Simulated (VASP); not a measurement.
# Sc (P-1) in VASP: a series of runs

The runs below take Sc through single point, with PBEsol.

Program: VASP 6.6.1. These are calculated values, not measurements. Logs are shortened: lines on timing, memory, paths and dates and some standing lists are left out, and cuts for length are marked.

### 1 The cell of the first run

The typed cell holds 1 atom: a = 3.199 Å, b = 3.209 Å, c = 3.204 Å, α = 107.96°, β = 106.27°, γ = 114.60°.

### 2 Single point, PBEsol (the cell strained at random)

Contents of INCAR:

```
  PREC = Accurate
  ENCUT = 520
  EDIFF = 1E-6
  ISMEAR = 0
  SIGMA = 0.1
  LREAL = False
  LASPH = True
  NELM = 60
  ALGO = Fast
  ISIF = 2
  LWAVE = False
  LCHARG = False
  GGA = PS
  NBANDS = 12
```

Contents of KPOINTS:

```
Automatic mesh
0
Gamma
  12 12 10
```

Contents of POSCAR:

```
Sc
1.0
   -1.8899349515      1.9185628189      1.7264568371
    1.8873607243     -1.9290846191      1.7353279968
    1.8838605609      1.9230102285     -1.7382013747
Sc
1
Direct
    0.0351787282      0.0412886332      0.0204605345
```

Potentials or basis: VASP PAW PBE potentials, release 64 (Sc_sv).

Command:

```sh
$ cat potpaw_PBE.64/Sc_sv/POTCAR > POTCAR
$ mpirun -np 1 vasp_std > vasp.out
```

OUTCAR:

```text
PREC = Accurate
   ENCUT = 520
   EDIFF = 1E-6
   ISMEAR = 0
   LREAL = False
   LASPH = True
   NELM = 60
   ISIF = 2
   GGA = PS

 ion  position               nearest neighbor table
   1  0.035  0.041  0.020-

  LATTYP: Found a triclinic cell.
 ALAT       =     3.2085606162
 B/A-ratio  =     2.4741350857
 C/A-ratio  =     1.1753641969
 COS(alpha) =     0.0002347277
 COS(beta)  =     0.5887820072
 COS(gamma) =     0.7651132926

  Lattice vectors:

 A1 = (  -1.8873607243,   1.9290846191,  -1.7353279968)
 A2 = (  -0.0009259362,   3.8626166478,  -6.9353142054)
 A3 = (  -3.7712212852,   0.0060743906,   0.0028733779)

Analysis of symmetry for initial positions (statically):
=====================================================================
 Subroutine PRICEL returns:
 Original cell was already a primitive cell.

 Routine SETGRP: Setting up the symmetry group for a
 triclinic supercell.

 Subroutine GETGRP returns: Found  2 space group operations
 (whereof  1 operations were pure point group operations)
 out of a pool of  2 trial point group operations.

The static configuration has the point symmetry C_1 .
 The point group associated with its full space group is S_2 .

Analysis of symmetry for dynamics (positions and initial velocities):
=====================================================================
 Subroutine PRICEL returns:
 Original cell was already a primitive cell.

 Routine SETGRP: Setting up the symmetry group for a
 triclinic supercell.

 Subroutine GETGRP returns: Found  2 space group operations
 (whereof  1 operations were pure point group operations)
 out of a pool of  2 trial point group operations.

The dynamic configuration has the point symmetry C_1 .
 The point group associated with its full space group is S_2 .

 Subroutine INISYM returns: Found  2 space group operations
 (whereof  1 operations are pure point group operations),
 and found     1 'primitive' translations

----------------------------------------------------------------------------------------

                                     Primitive cell

  volume of cell :      25.0759

  direct lattice vectors                    reciprocal lattice vectors
    -1.889934951  1.918562819  1.726456837     0.000641416  0.261196608  0.289662691
     1.887360724 -1.929084619  1.735327997     0.265388437  0.001303389  0.289069637
     1.883860561  1.923010228 -1.738201375     0.265586812  0.260733010  0.000989970

[... 88 lines left out ...]
   ISYM   =      2    0-nonsym 1-usesym 2-fastsym
   POTIM  = 0.5000    time-step for ionic-motion
   TEBEG  =    0.0;   TEEND  =   0.0 temperature during run
   PSTRESS=    0.0 pullay stress
   NELECT =      11.0000    total number of electrons
   NUPDOWN=      -1.0000    fix difference up-down
   EMIN   =  10.00;   EMAX   =-10.00  energy-range for DOS
   EFERMI =   0.00;   METHOD = LEGACY
   ISMEAR =     0;   SIGMA  =   0.10  broadening in eV -4-tet -1-fermi 0-gaus
   EFERMI_NEDOS =   21; number of points for ismear=-14 and -15
   IALGO  =     68    algorithm
   IMIX   =      4    mixing-type and parameters
     AMIX     =   0.40;   BMIX     =  1.00
     AMIX_MAG =   1.60;   BMIX_MAG =  1.00
  volume/ion in A,a.u.               =      25.08       169.22
  Fermi-wavevector in a.u.,A,eV,Ry     =   1.243905  2.350639 21.052281  1.547299
  Thomas-Fermi vector in A             =   2.378195
   LORBIT       =      0    0 simple, 1 ext, 2 COOP (PROOUT), +10 PAW based schemes
   GGA     = PS    functional components
   LHFCALC =     F    Hartree Fock is set to
   AEXX    =    0.0000 exact exchange contribution
   IVDW    =     0    specifies the selected vdW correction
   LEPSILON=     F    determine dielectric tensor
   LRPA    =     F    only Hartree local field effects (RPA)
 non-spin polarized calculation
 RMM-DIIS sequential band-by-band and
 Gauss-broadening in eV      SIGMA  =   0.10
  energy-cutoff  :      520.00
  volume of cell :       25.08
 maximum number of plane-waves:       693
   NGX = 11   NGY = 11   NGZ = 11

 number of electron      11.0000001 magnetization

 Free energy of the ion-electron system (eV)
  ---------------------------------------------------
  ext. energy  EPLUGINS =         0.00000000
  ---------------------------------------------------
  free energy    TOTEN  =        -6.48928185 eV

  energy without entropy =       -6.47560871  energy(sigma->0) =       -6.48244528

 E-fermi :   3.5835     XC(G=0):  -9.9230

 val. band max:        3.5819728477   @ k =   0.4167  -0.4167   0.1000
 cond. band min:       3.5835393956   @ k =  -0.3333  -0.2500   0.4000
 fundamental gap:      0.0015665478
 Fermi energy:         3.5835376629

 k-point     1 :       0.0000    0.0000    0.0000
  band No.  band energies     occupation
      1     -45.8216      2.00000
      2     -24.3336      2.00000
      3     -24.3313      2.00000
      4     -24.3106      2.00000
      5      -1.6232      2.00000
      6       4.6448      0.00000
      7       5.1943      0.00000
      8       5.2912      0.00000
      9       6.0251      0.00000
     10       6.7040      0.00000
     11      17.0109      0.00000
     12      17.2314      0.00000
[... 331 lines left out ...]
 k-point    24 :       0.3333    0.1667    0.0000
  band No.  band energies     occupation
      1     -45.7576      2.00000
      2     -24.6634      2.00000
      3     -24.4740      2.00000
      4     -24.3689      2.00000
      5       2.0949      2.00000
      6       3.6082      0.72754
      7       3.9236      0.00000
      8       6.1847      0.00000
      9       7.1031      0.00000
     10       7.8934      0.00000
     11      11.0189      0.00000
     12      12.9856      0.00000

 [... further k-points ...]

------------------------ aborting loop because EDIFF is reached ----------------------------------------

  FORCE on cell =-STRESS in cart. coord.  units (eV):
  Direction    XX          YY          ZZ          XY          YZ          ZX
  --------------------------------------------------------------------------------------
  -------------------------------------------------------------------------------------
  Total       -0.4903221     -0.3733861     -0.3534263      0.0226765      0.0332912      0.0126739
  in kB      -31.3282617    -23.8568391    -22.5815444      1.4488765      2.1270805      0.8097790
  external PRESSURE =     -25.9222150 kB  Pullay stress =       0.0000000 kB

 VOLUME and BASIS-vectors are now :
 -----------------------------------------------------------------------------
  energy-cutoff  :      520.00
  volume of cell :       25.08
      direct lattice vectors                 reciprocal lattice vectors
    -1.889934951  1.918562819  1.726456837     0.000641416  0.261196608  0.289662691
     1.887360724 -1.929084619  1.735327997     0.265388437  0.001303389  0.289069637
     1.883860561  1.923010228 -1.738201375     0.265586812  0.260733010  0.000989970

 POSITION                                       TOTAL-FORCE (eV/Angst)
 -----------------------------------------------------------------------------------
      0.04999      0.02719      0.09682         0.000000      0.000000      0.000000
 -----------------------------------------------------------------------------------
    total drift:                               -0.000007      0.000002      0.000005

  FREE ENERGIE OF THE ION-ELECTRON SYSTEM (eV)
  ---------------------------------------------------
  free  energy   TOTEN  =        -6.4892818467 eV

  energy  without entropy=       -6.4756087129  energy(sigma->0) =       -6.48244528
```

Wall time 56 s (1 thread of Intel Xeon 6975P-C (Granite Rapids), shared host); peak memory 0.3 GiB.

Results:

```
Free energy : -6.4893 eV
Pressure    : -2.6 GPa
```

Stress tensor (GPa, compression positive):
```
-3.13  0.14  0.08
 0.14 -2.39  0.21
 0.08  0.21 -2.26
```

Caveat: the cell differs from its parent crystal (the cell strained at random); the PAW data sets were made with another functional, which shifts forces and pressure a little.

### 3 Single point, PBEsol

Contents of INCAR:

```
SYSTEM = Sc
  ALGO = Fast
  EDIFF = 1E-6
  ENCUT = 520
  GGA = PS
  ISIF = 2
  ISMEAR = 0
  LASPH = .TRUE.
  LCHARG = .FALSE.
  LREAL = .FALSE.
  LWAVE = .FALSE.
  NBANDS = 12
  NELM = 60
  PREC = Accurate
  SIGMA = 0.1
```

Contents of KPOINTS:

```
k-points
0
G
  12 12 10
  0 0 0
```

POSCAR is that of step 2.

Potentials or basis: VASP PAW PBE potentials, release 64 (Sc_sv).

Command:

```sh
$ cat potpaw_PBE.64/Sc_sv/POTCAR > POTCAR
$ mpirun -np 1 vasp_std > vasp.out
```

It took 56 s on 1 thread of Intel Xeon 6975P-C (Granite Rapids), shared host; peak memory 0.3 GiB.

Results (log left out):

| Property | Result |
| --- | --- |
| Free energy | -6.4893 eV |
| Pressure | -2.6 GPa |

Stress tensor (GPa, compression positive):
```
-3.13  0.14  0.08
 0.14 -2.39  0.21
 0.08  0.21 -2.26
```

Levels at points of the mesh, in eV from the Fermi level:
| k point | band 1 | band 2 | band 3 | band 4 | band 5 | band 6 | band 7 | band 8 | band 9 | band 10 |
| --- | --- | --- | --- | --- | --- | --- | --- | --- | --- | --- |
| (0.00, 0.00, 0.00) | -49.41 | -27.92 | -27.91 | -27.89 | -5.21 | 1.06 | 1.61 | 1.71 | 2.44 | 3.12 |
| (0.50, 0.00, 0.00) | -49.34 | -28.29 | -28.04 | -27.92 | -1.72 | 0.14 | 0.61 | 2.69 | 3.42 | 4.08 |
| (0.00, 0.50, 0.00) | -49.34 | -28.28 | -28.05 | -27.93 | -1.71 | 0.01 | 0.67 | 2.86 | 3.44 | 4.09 |
| (0.50, 0.50, 0.00) | -49.35 | -28.29 | -27.99 | -27.90 | -1.85 | 0.11 | 0.76 | 2.34 | 2.96 | 4.03 |
| (0.00, 0.00, 0.50) | -49.35 | -28.30 | -28.00 | -27.90 | -1.83 | 0.14 | 0.77 | 2.33 | 2.93 | 4.04 |
| (0.50, 0.00, 0.50) | -49.34 | -28.28 | -28.04 | -27.93 | -1.72 | 0.01 | 0.65 | 2.87 | 3.44 | 4.09 |
| (0.00, 0.50, 0.50) | -49.34 | -28.28 | -28.04 | -27.92 | -1.74 | 0.13 | 0.54 | 2.73 | 3.44 | 4.05 |
| (0.50, 0.50, 0.50) | -49.30 | -28.21 | -28.19 | -28.11 | -1.27 | -1.07 | 3.76 | 3.79 | 3.90 | 5.15 |

Caveat: the PAW data sets were made with another functional, which shifts forces and pressure a little.
